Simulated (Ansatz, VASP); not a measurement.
**One calculation of HfO2, two programs**

```
Hf O
1.0
     0.00000    2.61034    2.34552
     2.61034    0.00000    2.34552
     2.61034    2.61034    0.00000
Hf O
1 2
Cartesian
  0.0077 0.0000 0.0000
  1.2624 1.3052 1.1728
  3.8728 3.9155 3.5183
```

Change from the starting cell: mode 4 frozen in at -0.041 Å, strain +e along z and -e/2 along x and y -0.0700.

Alike in both runs: task single point; functional PBEsol; k mesh 8 × 8 × 8; occupations gaussian, width 0.05 eV; no spin polarisation.

|  | VASP | Ansatz |
| --- | --- | --- |
| version | VASP 6.6.1 | Ansatz 0.2.0 |
| potentials or method | VASP PAW PBE potentials, release 64 (Hf_pv, O), cutoff 520 eV | scalar-relativistic, plane waves, PAW |
| valence electrons in the cell | 22 | 38 |

VASP gave:

| Quantity | Value |
| --- | --- |
| gap on the k mesh at the Fermi level (eV) | 2.31 |
| least direct gap on the mesh (eV) | 2.65 |
| pressure (GPa) | -1.8 |
| traceless stress, the component that is largest in VASP (GPa) | 34.24 |
| rms of the force components (eV/Å) | 0.094 |

Problem. Estimate Ansatz's values.

Solution. gap on the k mesh at the Fermi level (eV): 2.32; least direct gap on the mesh (eV): 2.65; pressure (GPa): 1.9; traceless stress, the component that is largest in VASP (GPa): 33.68; rms of the force components (eV/Å): 0.099.

VASP's potentials were made for PBE, not for PBEsol, and Ansatz warns of the same on its side. Atom by atom the forces differ by 0.005 eV/Å (rms over components). The functional is the same, so the differences come from potentials, cutoffs and numerics. VASP's potentials hold 22 valence electrons a cell and Ansatz's 38, so a difference there can come from the potentials and not from the codes.

Neither program's run includes spin-orbit coupling.
